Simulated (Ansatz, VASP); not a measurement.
One calculation of Sc2AlN2, two programs

```
Sc Al N
1.0
    -1.60194    1.60194    6.09576
     1.60194   -1.60194    6.09576
     1.60194    1.60194   -6.09576
Sc Al N
2 1 2
Direct
  0.66076 0.66076 0.00000
  0.33924 0.33924 0.00000
  0.00000 0.00000 0.00000
  0.83959 0.83959 0.00000
  0.16041 0.16041 0.00000
```

Change from the starting cell: species swapped into the Sc2BC2 type (I4/mmm, No. 139).

Alike in both runs: functional PBE; k mesh 14 × 14 × 14; occupations gaussian, width 0.1 eV; no spin polarisation.

Ansatz relaxed the structure, and its values are those at the end. VASP's run is a single point on that final structure, the one shown.

```csv
,VASP,Ansatz
version,VASP 6.6.1,Ansatz 0.2.0
potentials or method,"VASP PAW PBE potentials, release 64 (Sc_sv, Al, N), cutoff 520 eV","scalar-relativistic, plane waves, PAW"
valence electrons in the cell,35,35
```

Ansatz gave:

| Item | Value |
| --- | --- |
| gap on the k mesh at the Fermi level (eV) | none |
| pressure (GPa) | 0.0 |
| rms of the force components (eV/Å) | 0.000 |

Problem. Which values does VASP return?

Solution. gap on the k mesh at the Fermi level (eV): none; pressure (GPa): 0.5; rms of the force components (eV/Å): 0.020.

A gap of «none» marks a metal or a gap that the smearing closes. With one functional, cell and mesh, what is left measures potentials, basis and numerics.
